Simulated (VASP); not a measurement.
# Sn4SeS3 (Cmmm) in VASP: notebook

Sn4SeS3 is run at these levels: PBE; tasks: single point.

Program: VASP 6.6.1. These are calculated values, not measurements. Logs are shortened: lines on timing, memory, paths and dates and some standing lists are left out, and cuts for length are marked.

**1. The cell of the first run**

Symmetry: Cmmm, No. 65, orthorhombic system. Conventional cell: a = 8.323 Å, b = 11.793 Å, c = 4.181 Å, α = 90.00°, β = 90.00°, γ = 90.00°. Sn (site symmetry m2m) has 5 S at 2.91 to 2.95 Å and 1 Se at 2.99 Å within 3.8 Å. Sn (site symmetry 2mm) has 4 S at 2.91 to 2.95 Å and 2 Se at 2.99 Å within 3.8 Å. Se (site symmetry mmm) has 6 Sn at 2.99 Å within 3.9 Å. S (site symmetry mmm) has 6 Sn at 2.91 Å within 3.8 Å. S (site symmetry 2/m) has 6 Sn at 2.95 Å within 3.9 Å.

**2. Single point, PBE**

File INCAR:

```
SYSTEM = Sn4SeS3
ALGO     = Normal         ! electronic algorithm
EDIFF    = 1E-6           ! SCF threshold, eV
ENCUT    = 520            ! plane-wave cutoff, eV
GGA      = PE             ! functional
ISIF     = 2              ! what is computed and relaxed
ISMEAR   = 0              ! smearing method
LASPH    = .True.         ! aspherical terms in the spheres
LCHARG   = .True.         ! write CHGCAR
LELF     = .True.         ! ELF
LREAL    = .False.        ! projectors in reciprocal space
LVHAR    = .True.       
LWAVE    = .False.        ! write WAVECAR
NBANDS   = 50             ! bands
NELM     = 100            ! most SCF steps
PREC     = Accurate       ! precision mode
SIGMA    = 0.1            ! smearing width, eV
```

File KPOINTS:

```
k-points
0
Gamma
  4 4 4
  0 0 0
```

File POSCAR:

```
Sn4SeS3
1.0
    4.1612944641     -5.8965772985      0.0000000000
    4.1612944641      5.8965772985      0.0000000000
    0.0000000000      0.0000000000      4.1814254483
Sn Se S
4 1 3
Direct
    0.2532262065      0.7467737935      0.0000000000
    0.7467737935      0.2532262065      0.0000000000
    0.2565296057      0.2565296057      0.5000000000
    0.7434703943      0.7434703943      0.5000000000
    0.0000000000      0.0000000000      0.0000000000
    0.5000000000      0.5000000000      0.0000000000
    0.0000000000      0.5000000000      0.5000000000
    0.5000000000      0.0000000000      0.5000000000
```

Potentials or basis: VASP PAW PBE potentials, release 64 (Sn_d, Se, S).

Command:

```sh
$ cat potpaw_PBE.64/Sn_d/POTCAR potpaw_PBE.64/Se/POTCAR potpaw_PBE.64/S/POTCAR > POTCAR
$ mpirun -np 1 vasp_std > vasp.out
```

OUTCAR:

```text
SYSTEM = Sn4SeS3
   EDIFF = 1E-6
   ENCUT = 520
   GGA = PE
   ISIF = 2
   ISMEAR = 0
   LASPH = .True.
   LREAL = .False.
   NELM = 100
   PREC = Accurate

 ion  position               nearest neighbor table
   1  0.253  0.747  0.000-   6 2.91   7 2.95   8 2.95   7 2.95   8 2.95   5 2.99
   2  0.747  0.253  0.000-   6 2.91   7 2.95   8 2.95   7 2.95   8 2.95   5 2.99
   3  0.257  0.257  0.500-   6 2.91   6 2.91   8 2.95   7 2.95   5 2.99   5 2.99
   4  0.743  0.743  0.500-   6 2.91   6 2.91   8 2.95   7 2.95   5 2.99   5 2.99
   5  0.000  0.000  0.000-   1 2.99   2 2.99   3 2.99   4 2.99   3 2.99   4 2.99
   6  0.500  0.500  0.000-   1 2.91   2 2.91   3 2.91   4 2.91   3 2.91   4 2.91
   7  0.000  0.500  0.500-   3 2.95   4 2.95   1 2.95   2 2.95   1 2.95   2 2.95
   8  0.500  0.000  0.500-   3 2.95   4 2.95   1 2.95   2 2.95   1 2.95   2 2.95

  LATTYP: Found a base centered orthorhombic cell.
 ALAT       =     8.3225889282
 B/A-ratio  =     1.4170055374
 C/A-ratio  =     0.5024188368

  Lattice vectors:

 A1 = (   4.1612944641,  -5.8965772985,   0.0000000000)
 A2 = (   4.1612944641,   5.8965772985,   0.0000000000)
 A3 = (   0.0000000000,   0.0000000000,   4.1814254483)

Analysis of symmetry for initial positions (statically):
=====================================================================
 Subroutine PRICEL returns:
 Original cell was already a primitive cell.

 Routine SETGRP: Setting up the symmetry group for a
 base centered orthorhombic supercell.

 Subroutine GETGRP returns: Found  8 space group operations
 (whereof  8 operations were pure point group operations)
 out of a pool of  8 trial point group operations.

The static configuration has the point symmetry D_2h.

Analysis of symmetry for dynamics (positions and initial velocities):
=====================================================================
 Subroutine PRICEL returns:
 Original cell was already a primitive cell.

 Routine SETGRP: Setting up the symmetry group for a
 base centered orthorhombic supercell.

 Subroutine GETGRP returns: Found  8 space group operations
 (whereof  8 operations were pure point group operations)
 out of a pool of  8 trial point group operations.

The dynamic configuration has the point symmetry D_2h.

 Subroutine INISYM returns: Found  8 space group operations
 (whereof  8 operations are pure point group operations),
 and found     1 'primitive' translations

----------------------------------------------------------------------------------------

                                     Primitive cell

  volume of cell :     205.2026

  direct lattice vectors                    reciprocal lattice vectors
     4.161294464 -5.896577298  0.000000000     0.120154919 -0.084794954  0.000000000
     4.161294464  5.896577298  0.000000000     0.120154919  0.084794954  0.000000000
     0.000000000  0.000000000  4.181425448     0.000000000  0.000000000  0.239152895

  length of vectors
     7.217062800  7.217062800  4.181425448     0.147062534  0.147062534  0.239152895

  position of ions in fractional coordinates (direct lattice)
     0.253226207  0.746773793  0.000000000
     0.746773793  0.253226207  0.000000000
     0.256529606  0.256529606  0.500000000
     0.743470394  0.743470394  0.500000000
     0.000000000  0.000000000  0.000000000
     0.500000000  0.500000000  0.000000000
     0.000000000  0.500000000  0.500000000
     0.500000000  0.000000000  0.500000000

  ion indices of the primitive-cell ions
   primitive index   ion index
                 1           1
                 2           2
                 3           3
                 4           4
                 5           5
                 6           6
                 7           7
                 8           8

----------------------------------------------------------------------------------------

 KPOINTS: k-points

Automatic generation of k-mesh.
 Grid dimensions read from file:
 generate k-points for:    4    4    4

 Generating k-lattice:

  Cartesian coordinates                     Fractional coordinates (reciprocal lattice)
     0.030038730 -0.021198738  0.000000000     0.250000000  0.000000000  0.000000000
     0.030038730  0.021198738  0.000000000     0.000000000  0.250000000  0.000000000
     0.000000000  0.000000000  0.059788224     0.000000000  0.000000000  0.250000000

  Length of vectors
     0.036765633  0.036765633  0.059788224

  Shift w.r.t. Gamma in fractional coordinates (k-lattice)
     0.000000000  0.000000000  0.000000000

 Subroutine IBZKPT returns following result:
 ===========================================

 Found     21 irreducible k-points:

 Following reciprocal coordinates:
            Coordinates               Weight
  0.000000  0.000000  0.000000      1.000000
  0.250000  0.000000  0.000000      4.000000
  0.500000  0.000000  0.000000      2.000000
  0.250000  0.250000  0.000000      2.000000
  0.500000  0.250000  0.000000      4.000000
 -0.250000  0.250000  0.000000      2.000000
[... 13 lines left out ...]
 -0.250000  0.250000  0.500000      2.000000
  0.500000  0.500000  0.500000      1.000000
   k-points           NKPTS =     21   k-points in BZ     NKDIM =     21   number of bands    NBANDS=     50
   number of dos      NEDOS =    301   number of ions     NIONS =      8
   total plane-waves  NPLWV =  93312
   dimension x,y,z NGX =    54 NGY =   54 NGZ =   32
   dimension x,y,z NGXF=   108 NGYF=  108 NGZF=   64
   ions per type =               4   1   3
   NGX,Y,Z   is equivalent  to a cutoff of  12.44, 12.44, 12.72 a.u.
   NGXF,Y,Z  is equivalent  to a cutoff of  24.88, 24.88, 25.45 a.u.
 SYSTEM =  Sn4SeS3
   PREC   = accura    normal or accurate (medium, high low for compatibility)
   ISTART =      0    job   : 0-new  1-cont  2-samecut
   ICHARG =      2    charge: 1-file 2-atom 10-const
   ISPIN  =      1    spin polarized calculation?
   LNONCOLLINEAR =      F non collinear calculations
   LSORBIT =      F    spin-orbit coupling
   LASPH  =      T    aspherical Exc in radial PAW
   ENCUT  =  520.0 eV  38.22 Ry    6.18 a.u.  13.42 13.42  7.77*2*pi/ulx,y,z
   NELM   =    100;   NELMIN=  2; NELMDL= -5     # of ELM steps
   EDIFF  = 0.1E-05   stopping-criterion for ELM
   LREAL  =      F    real-space projection
   EDIFFG = 0.1E-04   stopping-criterion for IOM
   NSW    =      0    number of steps for IOM
   IBRION =     -1    ionic relax: 0-MD 1-quasi-New 2-CG
   NFREE  =      0    steps in history (QN), initial steepest desc. (CG)
   ISIF   =      2    stress and relaxation
   ISYM   =      2    0-nonsym 1-usesym 2-fastsym
   POTIM  = 0.5000    time-step for ionic-motion
   TEBEG  =    0.0;   TEEND  =   0.0 temperature during run
   PSTRESS=    0.0 pullay stress
   NELECT =      80.0000    total number of electrons
   NUPDOWN=      -1.0000    fix difference up-down
   EMIN   =  10.00;   EMAX   =-10.00  energy-range for DOS
   EFERMI =   0.00;   METHOD = LEGACY
   ISMEAR =     0;   SIGMA  =   0.10  broadening in eV -4-tet -1-fermi 0-gaus
   EFERMI_NEDOS =   21; number of points for ismear=-14 and -15
   IALGO  =     38    algorithm
   IMIX   =      4    mixing-type and parameters
     AMIX     =   0.40;   BMIX     =  1.00
     AMIX_MAG =   1.60;   BMIX_MAG =  1.00
  volume/ion in A,a.u.               =      25.65       173.10
  Fermi-wavevector in a.u.,A,eV,Ry     =   1.195943  2.260005 19.460143  1.430280
  Thomas-Fermi vector in A             =   2.331896
   LORBIT       =      0    0 simple, 1 ext, 2 COOP (PROOUT), +10 PAW based schemes
   GGA     = PE    functional components
   LHFCALC =     F    Hartree Fock is set to
   AEXX    =    0.0000 exact exchange contribution
   IVDW    =     0    specifies the selected vdW correction
   LEPSILON=     F    determine dielectric tensor
   LRPA    =     F    only Hartree local field effects (RPA)
 non-spin polarized calculation
 Gauss-broadening in eV      SIGMA  =   0.10
  energy-cutoff  :      520.00
  volume of cell :      205.20
 maximum number of plane-waves:      5548
 NGX is ok and might be reduce to    54
   NGX = 27   NGY = 27   NGZ = 15

 number of electron      79.9999971 magnetization

 Free energy of the ion-electron system (eV)
  ---------------------------------------------------
  ext. energy  EPLUGINS =         0.00000000
  ---------------------------------------------------
  free energy    TOTEN  =       -34.56286467 eV

  energy without entropy =      -34.56283646  energy(sigma->0) =      -34.56285056

 E-fermi :   6.3599     XC(G=0):  -9.6684

 val. band max:        6.1496042062   @ k =   0.5000   0.5000   0.5000
 cond. band min:       6.5722730659   @ k =   0.0000   0.0000   0.0000
 fundamental gap:      0.4226688597
 Fermi energy:         6.3599473331

 k-point     1 :       0.0000    0.0000    0.0000
  band No.  band energies     occupation
      1     -15.5947      2.00000
      2     -15.5777      2.00000
      3     -15.5776      2.00000
      4     -15.5740      2.00000
      5     -15.5730      2.00000
      6     -15.5720      2.00000
[... 42 lines left out ...]
     49      10.6597      0.00000
     50      10.6646      0.00000

 k-point     2 :       0.2500    0.0000    0.0000
  band No.  band energies     occupation
      1     -15.5912      2.00000
      2     -15.5787      2.00000
      3     -15.5750      2.00000
      4     -15.5725      2.00000
      5     -15.5715      2.00000
      6     -15.5707      2.00000
[... 42 lines left out ...]
     49       9.8678      0.00000
     50       9.8775      0.00000

 k-point     3 :       0.5000    0.0000    0.0000
  band No.  band energies     occupation
      1     -15.5847      2.00000
      2     -15.5831      2.00000
      3     -15.5708      2.00000
      4     -15.5705      2.00000
      5     -15.5703      2.00000
      6     -15.5701      2.00000
[... 943 lines left out ...]
     49       9.6754      0.00000
     50       9.7675      0.00000

 k-point    21 :       0.5000    0.5000    0.5000
  band No.  band energies     occupation
      1     -15.5956      2.00000
      2     -15.5915      2.00000
      3     -15.5779      2.00000
      4     -15.5775      2.00000
      5     -15.5742      2.00000
      6     -15.5716      2.00000
[... 42 lines left out ...]
     49      11.2274      0.00000
     50      11.2611      0.00000

------------------------ aborting loop because EDIFF is reached ----------------------------------------

  FORCE on cell =-STRESS in cart. coord.  units (eV):
  Direction    XX          YY          ZZ          XY          YZ          ZX
  --------------------------------------------------------------------------------------
  -------------------------------------------------------------------------------------
  Total       -0.2407944     -0.3397510     -0.3802929      0.0000000      0.0000000      0.0000000
  in kB       -1.8800706     -2.6527026     -2.9692451      0.0000000      0.0000000      0.0000000
  external PRESSURE =      -2.5006728 kB  Pullay stress =       0.0000000 kB

 VOLUME and BASIS-vectors are now :
 -----------------------------------------------------------------------------
  energy-cutoff  :      520.00
  volume of cell :      205.20
      direct lattice vectors                 reciprocal lattice vectors
     4.161294464 -5.896577298  0.000000000     0.120154919 -0.084794954  0.000000000
     4.161294464  5.896577298  0.000000000     0.120154919  0.084794954  0.000000000
     0.000000000  0.000000000  4.181425448     0.000000000  0.000000000  0.239152895

 POSITION                                       TOTAL-FORCE (eV/Angst)
 -----------------------------------------------------------------------------------
      4.16129      2.91024      0.00000         0.000000     -0.005607      0.000000
      4.16129     -2.91024      0.00000         0.000000      0.005607     -0.000000
      2.13499      0.00000      2.09071         0.011889      0.000000      0.000000
      6.18760      0.00000      2.09071        -0.011889      0.000000      0.000000
      0.00000      0.00000      0.00000        -0.000000      0.000000      0.000000
      4.16129      0.00000      0.00000        -0.000000      0.000000      0.000000
      2.08065      2.94829      2.09071         0.000000      0.000000      0.000000
      2.08065     -2.94829      2.09071         0.000000      0.000000      0.000000
 -----------------------------------------------------------------------------------
    total drift:                                0.000000     -0.000000      0.000000

  FREE ENERGIE OF THE ION-ELECTRON SYSTEM (eV)
  ---------------------------------------------------
  free  energy   TOTEN  =       -34.5628646716 eV

  energy  without entropy=      -34.5628364557  energy(sigma->0) =      -34.56285056
```

Run time: 4.4 min. Hardware: 1 thread of Intel Xeon Platinum 8375C at 2.90GHz (Ice Lake), shared host; peak memory 0.4 GiB.

What came out:

| Property | Result |
| --- | --- |
| Free energy | -34.5629 eV |
| Pressure | -0.3 GPa |
| Largest force | 0.012 eV/Å |
| Band gap on the k mesh | 0.42 eV (least direct gap 0.44 eV) |

Forces on the atoms (eV/Å):
```
Sn   0.000 -0.006  0.000
Sn   0.000  0.006  0.000
Sn   0.012  0.000  0.000
Sn  -0.012  0.000  0.000
Se   0.000  0.000  0.000
S    0.000  0.000  0.000
S    0.000  0.000  0.000
S    0.000  0.000  0.000
```

Caveat: spin-orbit coupling is left out, which moves the levels of the heavy elements. A k mesh can miss the band edges.

(Continued in part 2 of 2.)
